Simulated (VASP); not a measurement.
Set up this calculation in VASP 6.6.1, as the native input.

```
Task                   : single point
Functional             : PBE
Potentials or basis    : VASP PAW PBE potentials, release 64 (Sn_d, Pb_d, Se)
Cutoff                 : 520 eV
k mesh                 : 12 × 12 × 4
Occupations            : gaussian, width 0.01 eV
Spin                   : no spin polarisation
Dipole correction      : no
Further INCAR settings : ALGO = Normal; EDIFF = 1e-07; NBANDS = 39
```

The structure of SnPb2Se3 lies in POSCAR:

```
SnPb2Se3
1.0
    4.3608073283      0.0000000000      0.0000000000
   -2.1804036642      3.7765699273      0.0000000000
    0.0000000000      0.0000000000     10.6883619734
Sn Pb Se
1 2 3
Direct
    0.0000000000      0.0000000000      0.0000000000
    0.3333333333      0.6666666667      0.6694276008
    0.6666666667      0.3333333333      0.3305723992
    0.6666666667      0.3333333333      0.8399362274
    0.0000000000      0.0000000000      0.5000000000
    0.3333333333      0.6666666667      0.1600637726
```

The input as run:

INCAR

```
SYSTEM = SnPb2Se3
PREC     = Accurate       ! precision mode
ENCUT    = 520            ! plane-wave cutoff, eV
EDIFF    = 1E-7           ! SCF threshold, eV
ISMEAR   = 0              ! smearing method
SIGMA    = 0.01           ! smearing width, eV
LREAL    = .False.        ! projectors in reciprocal space
LASPH    = .True.         ! aspherical terms in the spheres
NELM     = 100            ! most SCF steps
ALGO     = Normal         ! electronic algorithm
ISIF     = 2              ! what is computed and relaxed
LWAVE    = .False.        ! write WAVECAR
LCHARG   = .False.        ! write CHGCAR
GGA      = PE             ! functional
NBANDS   = 39             ! bands
```

KPOINTS

```
Automatic mesh
0
Gamma
  12 12 4
  0 0 0
```

Potentials or basis: VASP PAW PBE potentials, release 64 (Sn_d, Pb_d, Se).

Command:

```bash
$ cat potpaw_PBE.64/Sn_d/POTCAR potpaw_PBE.64/Pb_d/POTCAR potpaw_PBE.64/Se/POTCAR > POTCAR
$ mpirun -np 1 vasp_std > vasp.out
```

Results of the run:

* Pressure: 0.0 GPa
* Band gap on the k mesh: 0.12 eV

Caveat: spin-orbit coupling is left out, which moves the levels of the heavy elements.

Run time: 6.9 min on 1 thread of AMD EPYC 7R13 (shared host), peak memory 0.54 GiB.
